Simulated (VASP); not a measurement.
# Ti2O (P-3m1) in VASP: a series of runs

Runs on Ti2O. Level: PBEsol. Tasks: single point.

Everything below comes from runs of VASP 6.6.1. Logs are shortened: lines on timing, memory, paths and dates and some standing lists are left out, and cuts for length are marked.

### 1 The cell of the first run

It takes space group P-3m1 (No. 164, trigonal). The conventional cell has a = 2.937 Å, b = 2.937 Å, c = 4.818 Å, α = 90.00°, β = 90.00°, γ = 120.00°. Within 3.1 Å of Ti (site symmetry 3m) lie 3 O at 2.12 Å and 12 Ti at 2.83 to 3.06 Å. O (site symmetry -3m) has 6 Ti at 2.12 Å within 2.8 Å.

### 2 Single point, PBEsol (uniaxial strain along c: +2.0 %, then relaxed in part)

File INCAR:

```
  ALGO = Normal
  EDIFF = 1E-6
  ENCUT = 520
  GGA = PS
  ISIF = 2
  ISMEAR = 0
  LASPH = True
  LCHARG = True
  LELF = True
  LREAL = False
  LVHAR = True
  LWAVE = False
  NBANDS = 22
  NELM = 60
  PREC = Accurate
  SIGMA = 0.1
```

File KPOINTS:

```
k-points
0
Gamma
  24 24 12
```

File POSCAR:

```
Ti2O
1.0
    2.9366150312      0.0000000000      0.0000000000
   -1.4683075156      2.5431832181      0.0000000000
    0.0000000000      0.0000000000      4.8182083331
Ti O
2 1
Direct
    0.6666666683      0.3333333317      0.2646503656
    0.3333333317      0.6666666683      0.7353496344
    0.0000000000      0.0000000000      0.0000000000
```

Potentials or basis: VASP PAW PBE potentials, release 64 (Ti_sv, O).

Command:

```
$ cat potpaw_PBE.64/Ti_sv/POTCAR potpaw_PBE.64/O/POTCAR > POTCAR
$ mpirun -np 1 vasp_std > vasp.out
```

OUTCAR:

```text
EDIFF = 1E-6
   ENCUT = 520
   GGA = PS
   ISIF = 2
   ISMEAR = 0
   LASPH = True
   LREAL = False
   NELM = 60
   PREC = Accurate

 ion  position               nearest neighbor table
   1  0.667  0.333  0.265-   3 2.12   3 2.12   3 2.12   2 2.83   2 2.83   2 2.83
   2  0.333  0.667  0.735-   3 2.12   3 2.12   3 2.12   1 2.83   1 2.83   1 2.83
   3  0.000  0.000  0.000-   1 2.12   2 2.12   2 2.12   1 2.12   1 2.12   2 2.12

  LATTYP: Found a hexagonal cell.
 ALAT       =     2.9366150312
 C/A-ratio  =     1.6407354324

  Lattice vectors:

 A1 = (   2.9366150312,   0.0000000000,   0.0000000000)
 A2 = (  -1.4683075156,   2.5431832181,   0.0000000000)
 A3 = (   0.0000000000,   0.0000000000,   4.8182083331)

Analysis of symmetry for initial positions (statically):
=====================================================================
 Subroutine PRICEL returns:
 Original cell was already a primitive cell.

 Routine SETGRP: Setting up the symmetry group for a
 hexagonal supercell.

 Subroutine GETGRP returns: Found 12 space group operations
 (whereof 12 operations were pure point group operations)
 out of a pool of 24 trial point group operations.

The static configuration has the point symmetry D_3d.

Analysis of symmetry for dynamics (positions and initial velocities):
=====================================================================
 Subroutine PRICEL returns:
 Original cell was already a primitive cell.

 Routine SETGRP: Setting up the symmetry group for a
 hexagonal supercell.

 Subroutine GETGRP returns: Found 12 space group operations
 (whereof 12 operations were pure point group operations)
 out of a pool of 24 trial point group operations.

The dynamic configuration has the point symmetry D_3d.

 Subroutine INISYM returns: Found 12 space group operations
 (whereof 12 operations are pure point group operations),
 and found     1 'primitive' translations

----------------------------------------------------------------------------------------

                                     Primitive cell

  volume of cell :      35.9841

  direct lattice vectors                    reciprocal lattice vectors
     2.936615031  0.000000000  0.000000000     0.340528121  0.196604003  0.000000000
    -1.468307516  2.543183218  0.000000000     0.000000000  0.393208005  0.000000000
     0.000000000  0.000000000  4.818208333     0.000000000  0.000000000  0.207546028

  length of vectors
     2.936615031  2.936615031  4.818208333     0.393208005  0.393208005  0.207546028

  position of ions in fractional coordinates (direct lattice)
     0.666666668  0.333333332  0.264650366
     0.333333332  0.666666668  0.735349634
     0.000000000  0.000000000  0.000000000

  ion indices of the primitive-cell ions
   primitive index   ion index
                 1           1
                 2           2
                 3           3

----------------------------------------------------------------------------------------

 KPOINTS: k-points

Automatic generation of k-mesh.
 Grid dimensions read from file:
 generate k-points for:   24   24   12

 Generating k-lattice:

  Cartesian coordinates                     Fractional coordinates (reciprocal lattice)
     0.014188672  0.008191833  0.000000000     0.041666667  0.000000000  0.000000000
     0.000000000  0.016383667  0.000000000     0.000000000  0.041666667  0.000000000
     0.000000000  0.000000000  0.017295502     0.000000000  0.000000000  0.083333333

  Length of vectors
     0.016383667  0.016383667  0.017295502

  Shift w.r.t. Gamma in fractional coordinates (k-lattice)
     0.000000000  0.000000000  0.000000000

 Subroutine IBZKPT returns following result:
 ===========================================

 Found    667 irreducible k-points:

 Following reciprocal coordinates:
            Coordinates               Weight
  0.000000  0.000000  0.000000      1.000000
  0.041667  0.000000  0.000000      6.000000
  0.083333 -0.000000  0.000000      6.000000
  0.125000  0.000000  0.000000      6.000000
  0.166667  0.000000  0.000000      6.000000
  0.208333 -0.000000  0.000000      6.000000
[... 16 lines left out ...]
  0.416667  0.041667  0.000000     12.000000
  0.458333  0.041667  0.000000     12.000000
 [... further k-points ...]
   k-points           NKPTS =    667   k-points in BZ     NKDIM =    667   number of bands    NBANDS=     22
   number of dos      NEDOS =    301   number of ions     NIONS =      3
   total plane-waves  NPLWV =  20736
   dimension x,y,z NGX =    24 NGY =   24 NGZ =   36
   dimension x,y,z NGXF=    48 NGYF=   48 NGZF=   72
   ions per type =               2   1
   NGX,Y,Z   is equivalent  to a cutoff of  13.59, 13.59, 12.42 a.u.
   NGXF,Y,Z  is equivalent  to a cutoff of  27.17, 27.17, 24.84 a.u.
 SYSTEM =  unknown system
   PREC   = accura    normal or accurate (medium, high low for compatibility)
   ISTART =      0    job   : 0-new  1-cont  2-samecut
   ICHARG =      2    charge: 1-file 2-atom 10-const
   ISPIN  =      1    spin polarized calculation?
   LNONCOLLINEAR =      F non collinear calculations
   LSORBIT =      F    spin-orbit coupling
   LASPH  =      T    aspherical Exc in radial PAW
   ENCUT  =  520.0 eV  38.22 Ry    6.18 a.u.   5.46  5.46  8.96*2*pi/ulx,y,z
   NELM   =     60;   NELMIN=  2; NELMDL= -5     # of ELM steps
   EDIFF  = 0.1E-05   stopping-criterion for ELM
   LREAL  =      F    real-space projection
   EDIFFG = 0.1E-04   stopping-criterion for IOM
   NSW    =      0    number of steps for IOM
   IBRION =     -1    ionic relax: 0-MD 1-quasi-New 2-CG
   NFREE  =      0    steps in history (QN), initial steepest desc. (CG)
   ISIF   =      2    stress and relaxation
   ISYM   =      2    0-nonsym 1-usesym 2-fastsym
   POTIM  = 0.5000    time-step for ionic-motion
   TEBEG  =    0.0;   TEEND  =   0.0 temperature during run
   PSTRESS=    0.0 pullay stress
   NELECT =      30.0000    total number of electrons
   NUPDOWN=      -1.0000    fix difference up-down
   EMIN   =  10.00;   EMAX   =-10.00  energy-range for DOS
   EFERMI =   0.00;   METHOD = LEGACY
   ISMEAR =     0;   SIGMA  =   0.10  broadening in eV -4-tet -1-fermi 0-gaus
   EFERMI_NEDOS =   21; number of points for ismear=-14 and -15
   IALGO  =     38    algorithm
   IMIX   =      4    mixing-type and parameters
     AMIX     =   0.40;   BMIX     =  1.00
     AMIX_MAG =   1.60;   BMIX_MAG =  1.00
  volume/ion in A,a.u.               =      11.99        80.94
  Fermi-wavevector in a.u.,A,eV,Ry     =   1.540796  2.911682 32.300947  2.374053
  Thomas-Fermi vector in A             =   2.646833
   LORBIT       =      0    0 simple, 1 ext, 2 COOP (PROOUT), +10 PAW based schemes
   GGA     = PS    functional components
   LHFCALC =     F    Hartree Fock is set to
   AEXX    =    0.0000 exact exchange contribution
   IVDW    =     0    specifies the selected vdW correction
   LEPSILON=     F    determine dielectric tensor
   LRPA    =     F    only Hartree local field effects (RPA)
 non-spin polarized calculation
 Gauss-broadening in eV      SIGMA  =   0.10
  energy-cutoff  :      520.00
  volume of cell :       35.98
 maximum number of plane-waves:       996
 NGX is ok and might be reduce to    24
   NGX = 11   NGY = 11   NGZ = 17

 number of electron      29.9999991 magnetization

 Free energy of the ion-electron system (eV)
  ---------------------------------------------------
  ext. energy  EPLUGINS =         0.00000000
  ---------------------------------------------------
  free energy    TOTEN  =       -27.60237551 eV

  energy without entropy =      -27.59692577  energy(sigma->0) =      -27.59965064

 E-fermi :   9.8947     XC(G=0): -12.5340

 val. band max:        9.8915985848   @ k =   0.1667   0.0417   0.1667
 cond. band min:       9.9021176919   @ k =   0.0000   0.1667   0.1667
 fundamental gap:      0.0105191071
 Fermi energy:         9.8946980625

 k-point     1 :       0.0000    0.0000    0.0000
  band No.  band energies     occupation
      1     -47.0642      2.00000
      2     -46.9404      2.00000
      3     -23.8333      2.00000
      4     -23.1417      2.00000
      5     -23.1417      2.00000
      6     -23.0818      2.00000
[... 14 lines left out ...]
     21      11.0573      0.00000
     22      13.8693      0.00000

 k-point     2 :       0.0417    0.0000    0.0000
  band No.  band energies     occupation
      1     -47.0624      2.00000
      2     -46.9395      2.00000
      3     -23.8284      2.00000
      4     -23.1525      2.00000
      5     -23.1448      2.00000
      6     -23.0815      2.00000
[... 14 lines left out ...]
     21      11.2442      0.00000
     22      13.7316      0.00000

 k-point     3 :       0.0833   -0.0000    0.0000
  band No.  band energies     occupation
      1     -47.0570      2.00000
      2     -46.9370      2.00000
      3     -23.8136      2.00000
      4     -23.1825      2.00000
      5     -23.1538      2.00000
      6     -23.1027      2.00000
[... 14 lines left out ...]
     21      11.4582      0.00000
     22      13.4695      0.00000

 k-point     4 :       0.1250    0.0000    0.0000
  band No.  band energies     occupation
      1     -47.0485      2.00000
      2     -46.9331      2.00000
      3     -23.7898      2.00000
      4     -23.2285      2.00000
      5     -23.1678      2.00000
      6     -23.1477      2.00000
[... 14 lines left out ...]
     21      11.6850      0.00000
     22      13.2128      0.00000

 k-point     5 :       0.1667    0.0000    0.0000
  band No.  band energies     occupation
      1     -47.0372      2.00000
      2     -46.9281      2.00000
      3     -23.7579      2.00000
      4     -23.2880      2.00000
      5     -23.2041      2.00000
      6     -23.1853      2.00000
[... 417 lines left out ...]
 k-point    22 :       0.3750    0.0417    0.0000
  band No.  band energies     occupation
      1     -46.9580      2.00000
      2     -46.9040      2.00000
      3     -23.6737      2.00000
      4     -23.5362      2.00000
      5     -23.4799      2.00000
      6     -23.2906      2.00000
[... 14 lines left out ...]
     21      12.7827      0.00000
     22      13.2550      0.00000

 k-point    23 :       0.4167    0.0417    0.0000
  band No.  band energies     occupation
      1     -46.9484      2.00000
      2     -46.9033      2.00000
      3     -23.7102      2.00000
      4     -23.5555      2.00000
      5     -23.4525      2.00000
      6     -23.3013      2.00000
[... 14 lines left out ...]
     21      12.9136      0.00000
     22      13.1637      0.00000

 k-point    24 :       0.4583    0.0417    0.0000
  band No.  band energies     occupation
      1     -46.9430      2.00000
      2     -46.9034      2.00000
      3     -23.7293      2.00000
      4     -23.5685      2.00000
      5     -23.4315      2.00000
      6     -23.3070      2.00000
[... 14 lines left out ...]
     21      12.9992      0.00000
     22      13.0775      0.00000

 [... further k-points ...]

------------------------ aborting loop because EDIFF is reached ----------------------------------------

  FORCE on cell =-STRESS in cart. coord.  units (eV):
  Direction    XX          YY          ZZ          XY          YZ          ZX
  --------------------------------------------------------------------------------------
  -------------------------------------------------------------------------------------
  Total        0.0736715      0.0736715     -1.2067918      0.0000000      0.0000000      0.0000000
  in kB        3.2801943      3.2801943    -53.7319598      0.0000000      0.0000000      0.0000000
  external PRESSURE =     -15.7238571 kB  Pullay stress =       0.0000000 kB

 VOLUME and BASIS-vectors are now :
 -----------------------------------------------------------------------------
  energy-cutoff  :      520.00
  volume of cell :       35.98
      direct lattice vectors                 reciprocal lattice vectors
     2.936615031  0.000000000  0.000000000     0.340528121  0.196604003  0.000000000
    -1.468307516  2.543183218  0.000000000     0.000000000  0.393208005  0.000000000
     0.000000000  0.000000000  4.818208333     0.000000000  0.000000000  0.207546028

 POSITION                                       TOTAL-FORCE (eV/Angst)
 -----------------------------------------------------------------------------------
      1.46831      0.84773      1.27514        -0.000000      0.000000      0.045380
     -0.00000      1.69546      3.54307         0.000000     -0.000000     -0.045380
      0.00000      0.00000      0.00000         0.000000      0.000000      0.000000
 -----------------------------------------------------------------------------------
    total drift:                               -0.000000      0.000000     -0.000000

  FREE ENERGIE OF THE ION-ELECTRON SYSTEM (eV)
  ---------------------------------------------------
  free  energy   TOTEN  =       -27.6023755080 eV

  energy  without entropy=      -27.5969257682  energy(sigma->0) =      -27.59965064
```

Wall time 6.5 min (1 thread of AMD EPYC 7R13 (Zen 3), shared host); peak memory 0.5 GiB.

Results:

```yaml
Free_energy: -27.6024 eV
Pressure: -1.6 GPa
Largest_force: 0.045 eV/Å
Band_gap_on_the_k_mesh: zero (bands 15 and 16 overlap by 0.87 eV)
```

Forces in eV/Å, atoms in the order of the input:
```
Ti   0.000  0.000  0.045
Ti   0.000  0.000 -0.045
O    0.000  0.000  0.000
```

Caveat: the cell differs from its parent crystal (uniaxial strain along c: +2.0 %, then relaxed in part); the PAW data sets were made with another functional, which shifts forces and pressure a little.

### 3 Single point, PBEsol (uniaxial strain along c: +2.0 %)

File INCAR:

```
SYSTEM = Ti2O
ALGO = Normal
EDIFF = 1E-7
ENCUT = 520
GGA = PS
ISIF = 2
ISMEAR = 0
LASPH = .TRUE.
LCHARG = .TRUE.
LELF = .TRUE.
LREAL = .FALSE.
LVHAR = .TRUE.
LWAVE = .FALSE.
NBANDS = 22
NELM = 80
PREC = Accurate
SIGMA = 0.1
```

File KPOINTS:

```
k-points
0
G
  24 24 12
  0 0 0
```

File POSCAR:

```
Ti2O
1.0
    2.9381872182      0.0000000000      0.0000000000
   -1.4690936091      2.5445447720      0.0000000000
    0.0000000000      0.0000000000      4.8182083331
Ti O
2 1
Direct
    0.6666666665      0.3333333335      0.2637730983
    0.3333333335      0.6666666665      0.7362269017
    0.0000000000      0.0000000000      0.0000000000
```

Potentials or basis: VASP PAW PBE potentials, release 64 (Ti_sv, O).

Command:

```
$ cat potpaw_PBE.64/Ti_sv/POTCAR potpaw_PBE.64/O/POTCAR > POTCAR
$ mpirun -np 1 vasp_std > vasp.out
```

OUTCAR:

```text
SYSTEM = Ti2O
   EDIFF = 1E-7
   ENCUT = 520
   GGA = PS
   ISIF = 2
   ISMEAR = 0
   LASPH = .TRUE.
   LREAL = .FALSE.
   NELM = 80
   PREC = Accurate

 ion  position               nearest neighbor table
   1  0.667  0.333  0.264-   3 2.12   3 2.12   3 2.12   2 2.84   2 2.84   2 2.84
   2  0.333  0.667  0.736-   3 2.12   3 2.12   3 2.12   1 2.84   1 2.84   1 2.84
   3  0.000  0.000  0.000-   2 2.12   1 2.12   1 2.12   2 2.12   1 2.12   2 2.12

  LATTYP: Found a hexagonal cell.
 ALAT       =     2.9381872182
 C/A-ratio  =     1.6398574956

  Lattice vectors:

 A1 = (   2.9381872182,   0.0000000000,   0.0000000000)
 A2 = (  -1.4690936091,   2.5445447720,   0.0000000000)
 A3 = (   0.0000000000,   0.0000000000,   4.8182083331)

Analysis of symmetry for initial positions (statically):
=====================================================================
 Subroutine PRICEL returns:
 Original cell was already a primitive cell.

 Routine SETGRP: Setting up the symmetry group for a
 hexagonal supercell.
[... 166 lines left out ...]
  free energy    TOTEN  =       -27.60186471 eV

  energy without entropy =      -27.59633518  energy(sigma->0) =      -27.59909995

 E-fermi :   9.8832     XC(G=0): -12.5279

 val. band max:        9.8818344477   @ k =  -0.0833   0.5000   0.4167
 cond. band min:       9.8868481644   @ k =   0.1667  -0.0000   0.0833
 fundamental gap:      0.0050137167
 Fermi energy:         9.8831649436

 k-point     1 :       0.0000    0.0000    0.0000
  band No.  band energies     occupation
      1     -47.0777      2.00000
      2     -46.9552      2.00000
      3     -23.8453      2.00000
      4     -23.1576      2.00000
      5     -23.1576      2.00000
      6     -23.0962      2.00000
[... 589 lines left out ...]
     21      12.9775      0.00000
     22      13.0622      0.00000

 [... further k-points ...]

------------------------ aborting loop because EDIFF is reached ----------------------------------------

  FORCE on cell =-STRESS in cart. coord.  units (eV):
  Direction    XX          YY          ZZ          XY          YZ          ZX
  --------------------------------------------------------------------------------------
  -------------------------------------------------------------------------------------
  Total        0.0603296      0.0603296     -1.2612880      0.0000000     -0.0000000      0.0000000
  in kB        2.6832789      2.6832789    -56.0983031      0.0000000     -0.0000000      0.0000000
  external PRESSURE =     -16.9105818 kB  Pullay stress =       0.0000000 kB

 VOLUME and BASIS-vectors are now :
 -----------------------------------------------------------------------------
  energy-cutoff  :      520.00
  volume of cell :       36.02
      direct lattice vectors                 reciprocal lattice vectors
     2.938187218  0.000000000  0.000000000     0.340345909  0.196498802  0.000000000
    -1.469093609  2.544544772  0.000000000     0.000000000  0.392997605  0.000000000
     0.000000000  0.000000000  4.818208333     0.000000000  0.000000000  0.207546028

 POSITION                                       TOTAL-FORCE (eV/Angst)
 -----------------------------------------------------------------------------------
      1.46909      0.84818      1.27091        -0.000000     -0.000000      0.101775
      0.00000      1.69636      3.54729        -0.000000      0.000000     -0.101775
      0.00000      0.00000      0.00000         0.000000      0.000000      0.000000
 -----------------------------------------------------------------------------------
    total drift:                                0.000000      0.000000      0.000000

  FREE ENERGIE OF THE ION-ELECTRON SYSTEM (eV)
  ---------------------------------------------------
  free  energy   TOTEN  =       -27.6018647110 eV

  energy  without entropy=      -27.5963351799  energy(sigma->0) =      -27.59909995
```

stdout:

```text
POSCAR found type information on POSCAR TiO
 POSCAR found :  2 types and       3 ions
 scaLAPACK will be used
 -----------------------------------------------------------------------------
|                                                                             |
|                                                                             |
|     You enforced a specific xc type in the INCAR file but a different       |
|     I HOPE YOU KNOW WHAT YOU ARE DOING!                                     |
|                                                                             |
 -----------------------------------------------------------------------------

 LDA part: xc-table for (Slater+PW92), standard interpolation
 POSCAR, INCAR and KPOINTS ok, starting setup
 FFT: planning ... GRIDC
 FFT: planning ... GRID_SOFT
 FFT: planning ... GRID
 WAVECAR not read
 entering main loop
```

Wall time 7.5 min (1 thread of AMD EPYC 7R13 (Zen 3), shared host); peak memory 0.5 GiB.

Results:

```yaml
Free_energy: -27.6019 eV
Pressure: -1.7 GPa
Largest_force: 0.102 eV/Å
Band_gap_on_the_k_mesh: zero (bands 15 and 16 overlap by 0.85 eV)
```

Forces in eV/Å, atoms in the order of the input:
```
Ti   0.000  0.000  0.102
Ti   0.000  0.000 -0.102
O    0.000  0.000  0.000
```

Stress tensor (GPa, compression positive):
```
 0.27  0.00  0.00
 0.00  0.27  0.00
 0.00  0.00 -5.61
```

Caveat: the cell differs from its parent crystal (uniaxial strain along c: +2.0 %); the PAW data sets were made with another functional, which shifts forces and pressure a little.
